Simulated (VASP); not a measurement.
Wanted: the native input for a VASP 6.6.1 run.

```yaml
Task: single point
Functional: PBE
Dispersion: D4
Potentials_or_basis: VASP PAW PBE potentials, release 64 (Ca_sv)
Cutoff: 520 eV
k_mesh: 8 × 8 × 8
Occupations: fermi-dirac, width 0.05 eV
Spin: no spin polarisation
Dipole_correction: no
Further_INCAR_settings: ALGO = Normal; EDIFF = 1e-06; NBANDS = 11
```

The structure of Ca lies in POSCAR:

```
Ca
1.0
    0.0000000000      2.7554847040      2.7554847040
    2.7554847040      0.0000000000      2.7554847040
    2.7554847040      2.7554847040      0.0000000000
Ca
1
Direct
    0.0000000000      0.0000000000      0.0000000000
```

One way to write it, as run:

INCAR

```
SYSTEM = Ca
PREC = Accurate ; ENCUT = 520
EDIFF = 1E-6 ; ISMEAR = -1
SIGMA = 0.05 ; LREAL = .FALSE.
LASPH = .TRUE. ; NELM = 60
ALGO = Normal ; ISIF = 2
LWAVE = .FALSE. ; LCHARG = .FALSE.
GGA = PE ; IVDW = 13
NBANDS = 11
```

KPOINTS

```
Automatic mesh
0
G
  8 8 8
  0 0 0
```

Potentials or basis: VASP PAW PBE potentials, release 64 (Ca_sv).

The run is started by

```console
$ cat potpaw_PBE.64/Ca_sv/POTCAR > POTCAR
$ mpirun -np 1 vasp_std > vasp.out
```

Results of the run:

| Property | Result |
| --- | --- |
| Pressure | 0.0 GPa |
| Band gap on the k mesh | zero (bands 5 and 6 overlap by 0.35 eV) |
| Dispersion energy per atom | -0.176 eV |

Run time: 16 s on 1 thread of Intel Xeon 8259CL, on a shared host, peak memory 0.17 GiB.
